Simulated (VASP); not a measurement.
# Re (P-3m1) in VASP: single point with PBE

Aim: the single point of Re with PBE.

Program: VASP 6.6.1. These are calculated values, not measurements. Logs are shortened: lines on timing, memory, paths and dates and some standing lists are left out, and cuts for length are marked.

**1. The cell of the first run**

The structure is trigonal, space group P-3m1 (No. 164). The conventional cell has a = 2.867 Å, b = 2.867 Å, c = 4.706 Å, α = 90.00°, β = 90.00°, γ = 120.00°. Re (site symmetry 3m) has 9 Re at 2.47 to 2.87 Å within 3.3 Å.

**2. Single point, PBE (strained and its atoms moved)**

INCAR

```
PREC     = Accurate       # precision mode
ENCUT    = 520            # plane-wave cutoff, eV
EDIFF    = 1E-6           # SCF threshold, eV
ISMEAR   = 0              # smearing method
SIGMA    = 0.1            # smearing width, eV
LREAL    = F              # projectors in reciprocal space
LASPH    = T              # aspherical terms in the spheres
NELM     = 80             # most SCF steps
ALGO     = Fast           # electronic algorithm
ISIF     = 2              # what is computed and relaxed
LWAVE    = F              # write WAVECAR
LCHARG   = F              # write CHGCAR
GGA      = PE             # functional
NBANDS   = 14             # bands
```

KPOINTS

```
Automatic mesh
0
Gamma
  18 18 10
```

POSCAR

```
Re
1.0
    2.8672943308      0.0000000000      0.0000000000
   -1.4336471654      2.4831497306      0.0000000000
    0.0000000000      0.0000000000      4.7056210498
Re
2
Direct
    0.3333333300      0.6666666700      0.3058836968
    0.6666666700      0.3333333300      0.6941163032
```

Potentials or basis: VASP PAW PBE potentials, release 64 (Re).

Launch:

```console
$ cat potpaw_PBE.64/Re/POTCAR > POTCAR
$ mpirun -np 1 vasp_std > vasp.out
```

OUTCAR:

```text
PREC = Accurate
   ENCUT = 520
   EDIFF = 1E-6
   ISMEAR = 0
   LREAL = F
   LASPH = T
   NELM = 80
   ISIF = 2
   GGA = PE

 ion  position               nearest neighbor table
   1  0.333  0.667  0.306-   2 2.47   2 2.47   2 2.47   2 3.32   2 3.32   2 3.32
   2  0.667  0.333  0.694-   1 2.47   1 2.47   1 2.47   1 3.32   1 3.32   1 3.32

  LATTYP: Found a hexagonal cell.
 ALAT       =     2.8672943308
 C/A-ratio  =     1.6411363840

  Lattice vectors:

 A1 = (   2.8672943308,   0.0000000000,   0.0000000000)
 A2 = (  -1.4336471654,   2.4831497306,   0.0000000000)
 A3 = (   0.0000000000,   0.0000000000,   4.7056210498)

Analysis of symmetry for initial positions (statically):
=====================================================================
 Subroutine PRICEL returns:
 Original cell was already a primitive cell.

 Routine SETGRP: Setting up the symmetry group for a
 hexagonal supercell.

 Subroutine GETGRP returns: Found 12 space group operations
 (whereof 12 operations were pure point group operations)
 out of a pool of 24 trial point group operations.

The static configuration has the point symmetry D_3d.

Analysis of symmetry for dynamics (positions and initial velocities):
=====================================================================
 Subroutine PRICEL returns:
 Original cell was already a primitive cell.

 Routine SETGRP: Setting up the symmetry group for a
 hexagonal supercell.

 Subroutine GETGRP returns: Found 12 space group operations
 (whereof 12 operations were pure point group operations)
 out of a pool of 24 trial point group operations.

The dynamic configuration has the point symmetry D_3d.

 Subroutine INISYM returns: Found 12 space group operations
 (whereof 12 operations are pure point group operations),
 and found     1 'primitive' translations

----------------------------------------------------------------------------------------

                                     Primitive cell

  volume of cell :      33.5037

  direct lattice vectors                    reciprocal lattice vectors
     2.867294331  0.000000000  0.000000000     0.348760847  0.201357169  0.000000000
    -1.433647165  2.483149731  0.000000000     0.000000000  0.402714338  0.000000000
     0.000000000  0.000000000  4.705621050     0.000000000  0.000000000  0.212511800

  length of vectors
     2.867294331  2.867294331  4.705621050     0.402714338  0.402714338  0.212511800

  position of ions in fractional coordinates (direct lattice)
     0.333333330  0.666666670  0.305883697
     0.666666670  0.333333330  0.694116303

  ion indices of the primitive-cell ions
   primitive index   ion index
                 1           1
                 2           2

----------------------------------------------------------------------------------------

 KPOINTS: Automatic mesh

Automatic generation of k-mesh.
 Grid dimensions read from file:
 generate k-points for:   18   18   10

 Generating k-lattice:

  Cartesian coordinates                     Fractional coordinates (reciprocal lattice)
     0.019375603  0.011186509  0.000000000     0.055555556 -0.000000000  0.000000000
     0.000000000  0.022373019  0.000000000     0.000000000  0.055555556  0.000000000
     0.000000000  0.000000000  0.021251180     0.000000000  0.000000000  0.100000000

  Length of vectors
     0.022373019  0.022373019  0.021251180

  Shift w.r.t. Gamma in fractional coordinates (k-lattice)
     0.000000000  0.000000000  0.000000000

 Subroutine IBZKPT returns following result:
 ===========================================

 Found    330 irreducible k-points:

 Following reciprocal coordinates:
            Coordinates               Weight
  0.000000  0.000000  0.000000      1.000000
  0.055556  0.000000  0.000000      6.000000
  0.111111  0.000000  0.000000      6.000000
  0.166667  0.000000  0.000000      6.000000
  0.222222  0.000000  0.000000      6.000000
  0.277778  0.000000  0.000000      6.000000
[... 16 lines left out ...]
  0.333333  0.111111  0.000000     12.000000
  0.388889  0.111111  0.000000     12.000000
 [... further k-points ...]
   k-points           NKPTS =    330   k-points in BZ     NKDIM =    330   number of bands    NBANDS=     14
   number of dos      NEDOS =    301   number of ions     NIONS =      2
   total plane-waves  NPLWV =  20736
   dimension x,y,z NGX =    24 NGY =   24 NGZ =   36
   dimension x,y,z NGXF=    48 NGYF=   48 NGZF=   72
   ions per type =               2
   NGX,Y,Z   is equivalent  to a cutoff of  13.92, 13.92, 12.72 a.u.
   NGXF,Y,Z  is equivalent  to a cutoff of  27.83, 27.83, 25.44 a.u.
 SYSTEM =  unknown system
   PREC   = accura    normal or accurate (medium, high low for compatibility)
   ISTART =      0    job   : 0-new  1-cont  2-samecut
   ICHARG =      2    charge: 1-file 2-atom 10-const
   ISPIN  =      1    spin polarized calculation?
   LNONCOLLINEAR =      F non collinear calculations
   LSORBIT =      F    spin-orbit coupling
   LASPH  =      T    aspherical Exc in radial PAW
   ENCUT  =  520.0 eV  38.22 Ry    6.18 a.u.   5.33  5.33  8.75*2*pi/ulx,y,z
   NELM   =     80;   NELMIN=  2; NELMDL= -5     # of ELM steps
   EDIFF  = 0.1E-05   stopping-criterion for ELM
   LREAL  =      F    real-space projection
   EDIFFG = 0.1E-04   stopping-criterion for IOM
   NSW    =      0    number of steps for IOM
   IBRION =     -1    ionic relax: 0-MD 1-quasi-New 2-CG
   NFREE  =      0    steps in history (QN), initial steepest desc. (CG)
   ISIF   =      2    stress and relaxation
   ISYM   =      2    0-nonsym 1-usesym 2-fastsym
   POTIM  = 0.5000    time-step for ionic-motion
   TEBEG  =    0.0;   TEEND  =   0.0 temperature during run
   PSTRESS=    0.0 pullay stress
   NELECT =      14.0000    total number of electrons
   NUPDOWN=      -1.0000    fix difference up-down
   EMIN   =  10.00;   EMAX   =-10.00  energy-range for DOS
   EFERMI =   0.00;   METHOD = LEGACY
   ISMEAR =     0;   SIGMA  =   0.10  broadening in eV -4-tet -1-fermi 0-gaus
   EFERMI_NEDOS =   21; number of points for ismear=-14 and -15
   IALGO  =     68    algorithm
   IMIX   =      4    mixing-type and parameters
     AMIX     =   0.40;   BMIX     =  1.00
     AMIX_MAG =   1.60;   BMIX_MAG =  1.00
  volume/ion in A,a.u.               =      16.75       113.05
  Fermi-wavevector in a.u.,A,eV,Ry     =   1.223921  2.312876 20.381298  1.497983
  Thomas-Fermi vector in A             =   2.359015
   LORBIT       =      0    0 simple, 1 ext, 2 COOP (PROOUT), +10 PAW based schemes
   GGA     = PE    functional components
   LHFCALC =     F    Hartree Fock is set to
   AEXX    =    0.0000 exact exchange contribution
   IVDW    =     0    specifies the selected vdW correction
   LEPSILON=     F    determine dielectric tensor
   LRPA    =     F    only Hartree local field effects (RPA)
 non-spin polarized calculation
 RMM-DIIS sequential band-by-band and
 Gauss-broadening in eV      SIGMA  =   0.10
  energy-cutoff  :      520.00
  volume of cell :       33.50
 maximum number of plane-waves:       920
 NGX is ok and might be reduce to    24
   NGX = 11   NGY = 11   NGZ = 17

 number of electron      14.0000001 magnetization

 Free energy of the ion-electron system (eV)
  ---------------------------------------------------
  ext. energy  EPLUGINS =         0.00000000
  ---------------------------------------------------
  free energy    TOTEN  =       -23.76364468 eV

  energy without entropy =      -23.75382590  energy(sigma->0) =      -23.75873529

 E-fermi :   6.5132     XC(G=0): -12.8545

 val. band max:        6.5114434633   @ k =   0.2778   0.0000   0.1000
 cond. band min:       6.5158302770   @ k =   0.4444   0.0000   0.4000
 fundamental gap:      0.0043868137
 Fermi energy:         6.5131553211

 k-point     1 :       0.0000    0.0000    0.0000
  band No.  band energies     occupation
      1      -2.6120      2.00000
      2       0.0514      2.00000
      3       4.2410      2.00000
      4       4.2410      2.00000
      5       4.3383      2.00000
      6       4.3383      2.00000
      7       4.9570      2.00000
      8       7.6205      0.00000
      9       7.6205      0.00000
     10       8.5537      0.00000
     11      10.1764      0.00000
     12      10.1764      0.00000
     13      12.1475      0.00000
     14      19.8981      0.00000

 k-point     2 :       0.0556    0.0000    0.0000
  band No.  band energies     occupation
      1      -2.4970      2.00000
      2       0.1528      2.00000
      3       3.9823      2.00000
      4       4.2702      2.00000
      5       4.2913      2.00000
      6       4.4186      2.00000
      7       5.1674      2.00000
      8       7.4846      0.00000
      9       7.6016      0.00000
     10       8.0876      0.00000
     11      10.2318      0.00000
     12      10.7788      0.00000
     13      12.2561      0.00000
     14      20.1447      0.00000

 k-point     3 :       0.1111    0.0000    0.0000
  band No.  band energies     occupation
      1      -2.1612      2.00000
      2       0.4381      2.00000
      3       3.5147      2.00000
      4       4.0803      2.00000
      5       4.3821      2.00000
      6       4.6964      2.00000
      7       5.5112      2.00000
      8       6.9499      0.00000
      9       7.5868      0.00000
     10       7.6001      0.00000
     11      10.3720      0.00000
     12      11.8186      0.00000
     13      12.5743      0.00000
     14      20.8271      0.00000
[... 324 lines left out ...]
 k-point    23 :       0.3333    0.1111    0.0000
  band No.  band energies     occupation
      1       0.8134      2.00000
      2       1.2473      2.00000
      3       2.1464      2.00000
      4       3.7327      2.00000
      5       4.3978      2.00000
      6       5.2147      2.00000
      7       6.3443      1.98309
      8       8.5354      0.00000
      9       8.7668      0.00000
     10      10.2036      0.00000
     11      10.6429      0.00000
     12      14.1714      0.00000
     13      15.1378      0.00000
     14      16.3331      0.00000

 k-point    24 :       0.3889    0.1111    0.0000
  band No.  band energies     occupation
      1       0.7343      2.00000
      2       1.3292      2.00000
      3       2.0197      2.00000
      4       3.8784      2.00000
      5       4.7078      2.00000
      6       5.3275      2.00000
      7       6.4558      1.58305
      8       9.1732      0.00000
      9       9.3952      0.00000
     10      10.2123      0.00000
     11      11.1486      0.00000
     12      13.4864      0.00000
     13      14.6881      0.00000
     14      16.0444      0.00000

 [... further k-points ...]
[... 5 lines left out ...]
  --------------------------------------------------------------------------------------
  -------------------------------------------------------------------------------------
  Total       -1.0936423     -1.0936423      1.6171438      0.0000000     -0.0000000      0.0000000
  in kB      -52.2990449    -52.2990449     77.3333958      0.0000000     -0.0000000      0.0000000
  external PRESSURE =      -9.0882313 kB  Pullay stress =       0.0000000 kB

 VOLUME and BASIS-vectors are now :
 -----------------------------------------------------------------------------
  energy-cutoff  :      520.00
  volume of cell :       33.50
      direct lattice vectors                 reciprocal lattice vectors
     2.867294331  0.000000000  0.000000000     0.348760847  0.201357169  0.000000000
    -1.433647165  2.483149731  0.000000000     0.000000000  0.402714338  0.000000000
     0.000000000  0.000000000  4.705621050     0.000000000  0.000000000  0.212511800

 POSITION                                       TOTAL-FORCE (eV/Angst)
 -----------------------------------------------------------------------------------
     -0.00000      1.65543      1.43937        -0.000000     -0.000000     -4.420024
      1.43365      0.82772      3.26625         0.000000      0.000000      4.420024
 -----------------------------------------------------------------------------------
    total drift:                                0.000000      0.000000     -0.000000

  FREE ENERGIE OF THE ION-ELECTRON SYSTEM (eV)
  ---------------------------------------------------
  free  energy   TOTEN  =       -23.7636446774 eV

  energy  without entropy=      -23.7538259029  energy(sigma->0) =      -23.75873529
```

It took 84 s on 1 thread of Intel Xeon 6975P-C (Granite Rapids), shared host; peak memory 0.26 GiB.

What came out:

```yaml
Free_energy: -23.7636 eV
Pressure: -0.9 GPa
Largest_force: 4.420 eV/Å
Band_gap_on_the_k_mesh: zero (band 7 reaches 7.90 eV, above the bottom of band 8 at 5.59 eV)
```

Forces on the atoms (eV/Å):
```
Re   0.000  0.000 -4.420
Re   0.000  0.000  4.420
```

Levels at points of the mesh, in eV from the Fermi level:
| k point | band 3 | band 4 | band 5 | band 6 | band 7 | band 8 | band 9 | band 10 | band 11 | band 12 |
| --- | --- | --- | --- | --- | --- | --- | --- | --- | --- | --- |
| (0.00, 0.00, 0.00) | -2.27 | -2.27 | -2.17 | -2.17 | -1.56 | 1.11 | 1.11 | 2.04 | 3.66 | 3.66 |
| (0.50, 0.00, 0.00) | -4.58 | -2.40 | -1.42 | -1.04 | 0.05 | 2.87 | 3.21 | 4.48 | 4.91 | 6.10 |
| (0.00, 0.00, 0.50) | -3.62 | -2.38 | -2.38 | -2.35 | -2.35 | 0.51 | 1.72 | 1.72 | 3.59 | 3.59 |
| (0.50, 0.00, 0.50) | -4.67 | -2.05 | -1.85 | 0.71 | 1.19 | 2.09 | 2.13 | 2.94 | 3.98 | 4.97 |

Caveat: the cell differs from its parent crystal (strained and its atoms moved); spin-orbit coupling is left out, which moves the levels of the heavy elements; forces of over 1 eV/Å act on the atoms, so gaps and moduli don't describe the material at rest.
